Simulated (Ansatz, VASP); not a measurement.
Two plane-wave programs on Sc2Ga5As

```
Sc Ga As
1.0
     4.05000    0.00000    0.00000
     0.00000    4.05000    0.00000
     0.00000    0.00000   17.85000
Sc Ga As
4 10 2
Direct
  0.00000 0.50000 0.92500
  0.50000 0.00000 0.07500
  0.50000 0.00000 0.30500
  0.00000 0.50000 0.69500
  0.00000 0.00000 0.19000
  0.50000 0.50000 0.19000
  0.50000 0.50000 0.81000
  0.00000 0.00000 0.81000
  0.00000 0.50000 0.30500
  0.50000 0.50000 0.58000
  0.50000 0.50000 0.42000
  0.00000 0.00000 0.58000
  0.00000 0.00000 0.42000
  0.50000 0.00000 0.69500
  0.00000 0.50000 0.07500
  0.50000 0.00000 0.92500
```

Alike in both runs: task relaxation of cell and atoms; functional PBE; k mesh 4 × 4 × 1; occupations gaussian, width 0.2 eV; no spin polarisation.

```csv
,VASP,Ansatz
version,VASP 6.6.1,Ansatz 0.2.0
potentials or method,"VASP PAW PBE potentials, release 64 (Sc_sv, Ga_d, As), cutoff 600 eV","scalar-relativistic, plane waves, PAW"
valence electrons in the cell,184,204
```

|  | VASP | Ansatz | Ansatz less VASP |
| --- | --- | --- | --- |
| gap on the k mesh at the Fermi level, each at its own relaxed structure (eV) | none | none | - |
| relaxed volume (Å³/atom) | 18.42 | 18.43 | +0.010 |
| relaxed length of the cell vector where the two differ most in proportion (Å) | 17.927 | 17.936 | +0.0096 |

A gap of «none» marks a metal or a gap that the smearing closes. VASP's potentials hold 184 valence electrons a cell and Ansatz's 204, so a difference there can come from the potentials and not from the codes.

The k mesh is coarse, so the values compare programs but aren't converged.
